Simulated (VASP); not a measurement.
Crystal: TaSi (CsCl type).

```
Ta Si
1.0
     2.96818    0.00000    0.00000
     0.00000    2.96818    0.00000
     0.00000    0.00000    2.96818
Ta Si
1 1
Direct
  0.00000 0.00000 0.00000
  0.50000 0.50000 0.50000
```

| Quantity | Value |
| --- | --- |
| Program | VASP 6.6.1 |
| Task | relaxation of cell and atoms |
| Functional | PBEsol |
| Potentials or basis | VASP PAW PBE potentials, release 64 (Ta_pv, Si) |
| Cutoff | 600 eV |
| k mesh | 14 × 14 × 14 |
| Occupations | fermi-dirac, width 0.05 eV |
| Spin | no spin polarisation |

At the start: pressure 41.8 GPa; volume 13.07 Å³/atom.

**Question.** How do energy, volume and symmetry change on relaxing?

**Answer.** Over 20 steps the energy falls by 251.4 meV/atom and the volume is 15.28 Å³/atom (+16.8 %); space group Pm-3m (No. 221, to 0.05 Å).

The path:
| step | energy change (eV) | largest force (eV/Å) | pressure (GPa) | volume (Å³) |
| --- | --- | --- | --- | --- |
| 1 | 0.0000 | 0.0000 | 41.77 | 26.15 |
| 2 | 0.8591 | 0.0000 | -30.98 | 41.29 |
| 3 | -0.4993 | 0.0000 | -2.66 | 30.98 |
| 4 | -0.5028 | 0.0000 | -0.45 | 30.62 |
| 5 | -0.5028 | 0.0000 | 0.15 | 30.53 |
| 6 | -0.5028 | 0.0000 | 0.16 | 30.53 |
| 7 | -0.5028 | 0.0000 | 0.16 | 30.53 |
| 8 | -0.5028 | 0.0000 | 0.15 | 30.53 |
| 9 | -0.5028 | 0.0000 | 0.15 | 30.53 |
| 10 | -0.5028 | 0.0000 | 0.15 | 30.53 |
| 11 | -0.5028 | 0.0000 | 0.15 | 30.53 |
| 12 | -0.5028 | 0.0000 | 0.15 | 30.53 |
| 13 | -0.5028 | 0.0000 | 0.15 | 30.53 |
| 14 | -0.5028 | 0.0000 | 0.15 | 30.53 |
| 15 | -0.5028 | 0.0000 | 0.15 | 30.53 |
| 16 | -0.5029 | 0.0000 | 0.15 | 30.53 |
| 17 | -0.5029 | 0.0000 | 0.13 | 30.53 |
| 18 | -0.5029 | 0.0000 | 0.12 | 30.53 |
| 19 | -0.5029 | 0.0000 | 0.08 | 30.54 |
| 20 | -0.5029 | 0.0000 | 0.01 | 30.55 |

Final structure:
```
CELL_PARAMETERS angstrom
3.12612 0.00000 0.00000
0.00000 3.12612 0.00000
0.00000 0.00000 3.12612
ATOMIC_POSITIONS crystal
Ta 0.00000 0.00000 0.00000
Si 0.50000 0.50000 0.50000
```

Caveat: the volume moved by over 15 % at a fixed basis, so the end points are rough; the PAW data sets were made with another functional, which shifts forces and pressure a little.
